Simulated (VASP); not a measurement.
A run of VASP 6.6.1 is set up as follows.

INCAR

```
PREC     = Accurate       # precision mode
ENCUT    = 500            # plane-wave cutoff, eV
EDIFF    = 1E-6           # SCF threshold, eV
ISMEAR   = 0              # smearing method
SIGMA    = 0.15           # smearing width, eV
LREAL    = F              # projectors in reciprocal space
LASPH    = T              # aspherical terms in the spheres
NELM     = 120            # most SCF steps
ALGO     = Normal         # electronic algorithm
ISIF     = 2              # what is computed and relaxed
LWAVE    = F              # write WAVECAR
LCHARG   = F              # write CHGCAR
GGA      = PE             # functional
IVDW     = 12             # dispersion correction
NBANDS   = 14             # bands
GGA_COMPAT= F
```

The input KPOINTS:

```
Automatic mesh
0
Gamma
  18 18 4
```

Contents of POSCAR:

```
Al
1.0
    2.8823000000      0.0000000000      0.0000000000
   -1.4411500000      2.4961450213      0.0000000000
    0.0000000000      0.0000000000     10.0403000000
Al
4
Direct
    0.0000000000      0.0000000000      0.0000000000
    0.3333333333      0.6666666667      0.2500000000
    0.0000000000      0.0000000000      0.5000000000
    0.6666666667      0.3333333333      0.7500000000
```

Potentials or basis: VASP PAW PBE potentials, release 64 (Al).

Command:

```console
$ cat potpaw_PBE.64/Al/POTCAR > POTCAR
$ mpirun -np 1 vasp_std > vasp.out
```

Problem. Predict the dispersion energy per atom.

Solution. -0.306 eV.

Problem. Predict the band gap on the k mesh.

Solution. Zero (bands 6 and 7 overlap by 4.34 eV).

Stress tensor (GPa, compression positive):
```
-7.06  0.00  0.00
 0.00 -7.06  0.00
 0.00  0.00 -9.72
```

Caveat: the cell stands under tension.
